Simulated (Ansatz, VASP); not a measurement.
# Two plane-wave programs on TiAl3

File INCAR:

```
  PREC = Accurate
  ENCUT = 520
  EDIFF = 1E-6
  ISMEAR = 0
  SIGMA = 0.15
  LREAL = F
  LASPH = T
  NELM = 100
  ALGO = Fast
  ISIF = 2
  LWAVE = F
  LCHARG = F
  GGA = PE
  NBANDS = 18
```

Contents of KPOINTS:

```
Automatic mesh
0
Gamma
  18 18 18
```

File POSCAR:

```
TiAl3
1.0
   -1.9226734293      1.9226734293      4.3114047961
    1.9226734293     -1.9226734293      4.3114047961
    1.9226734293      1.9226734293     -4.3114047961
Ti Al
1 3
Direct
   -0.0019940348     -0.0019940348     -0.0039880696
    0.4980209567      0.4980209567     -0.0039580866
    0.7527582952      0.2527582952      0.5055165904
    0.2527582952      0.7527582952      0.5055165904
```

Input for Ansatz:

```yaml
crystal:
  lattice:
    - [-1.9226734293, 1.9226734293, 4.3114047961]
    - [1.9226734293, -1.9226734293, 4.3114047961]
    - [1.9226734293, 1.9226734293, -4.3114047961]
  atoms:
    - { symbol: Ti, position: [-0.0019940348, -0.0019940348, -0.0039880696] }
    - { symbol: Al, position: [0.4980209567, 0.4980209567, -0.0039580866] }
    - { symbol: Al, position: [0.7527582952, 0.2527582952, 0.5055165904] }
    - { symbol: Al, position: [0.2527582952, 0.7527582952, 0.5055165904] }
basis:
  ecutwfc: 420
kpoints:
  mp_grid: { grid: [18, 18, 18] }
hamiltonian:
  xc: pbe
scf:
  occupations: { method: gaussian, width: 0.15 }
output:
  forces: true
  stress: true
  eigenvalues: true
```

Change from the starting cell: mode 5 (219.8 1/cm) frozen in, largest displacement +0.015 Å.

Alike in both runs: task single point; functional PBE; k mesh 18 × 18 × 18; occupations gaussian, width 0.15 eV; no spin polarisation.

|  | VASP | Ansatz |
| --- | --- | --- |
| version | VASP 6.6.1 | Ansatz 0.2.0 |
| potentials or method | VASP PAW PBE potentials, release 64 (Ti_sv, Al), cutoff 520 eV | scalar-relativistic, plane waves, PAW |
| valence electrons in the cell | 21 | 21 |

```tsv
	VASP	Ansatz	Ansatz less VASP
gap on the k mesh at the Fermi level (eV)	none	none	-
pressure (GPa)	0.0	0.0	-0.01
traceless stress, the component that is largest in VASP (GPa)	-0.05	-0.05	+0.002
rms of the force components (eV/Å)	0.042	0.042	-0.0001
```

Atom by atom the forces differ by 0.000 eV/Å (rms over components). A gap of «none» marks a metal or a gap that the smearing closes.
